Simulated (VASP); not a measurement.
**Pb: single point with PBEsol**

Pb:

```
Pb
1.0
     2.79730    0.00000    0.00000
     0.00000    2.79730    0.00000
     0.00000    0.00000    2.79730
Pb
1
Cartesian
  0.0000 0.0000 0.0000
```

This cell differs from its parent crystal: volume scaled by 0.68.

| Quantity | Value |
| --- | --- |
| Program | VASP 6.6.1 |
| Task | single point |
| Functional | PBEsol |
| Potentials or basis | VASP PAW PBE potentials, release 64 (Pb_d) |
| Cutoff | 520 eV |
| k mesh | 13 × 13 × 13 |
| Occupations | fermi-dirac, width 0.05 eV |
| Spin | no spin polarisation |

The pressure is 43.5 GPa and the band gap on the k mesh is zero (band 7 reaches 17.70 eV, above the bottom of band 8 at 8.58 eV).

Levels at points of the mesh, in eV from the Fermi level:
| k point | band 5 | band 6 | band 7 | band 8 | band 9 | band 10 |
| --- | --- | --- | --- | --- | --- | --- |
| (0.00, 0.00, 0.00) | -16.96 | -14.93 | 6.21 | 6.21 | 6.21 | 10.83 |

Wall time 9.7 s on 1 thread of AMD EPYC 9R45 96-Core Processor (Zen 5) (shared host), peak memory 0.12 GiB.

Caveat: the PAW data sets were made with another functional, which shifts forces and pressure a little; spin-orbit coupling is left out, which moves the levels of the heavy elements.
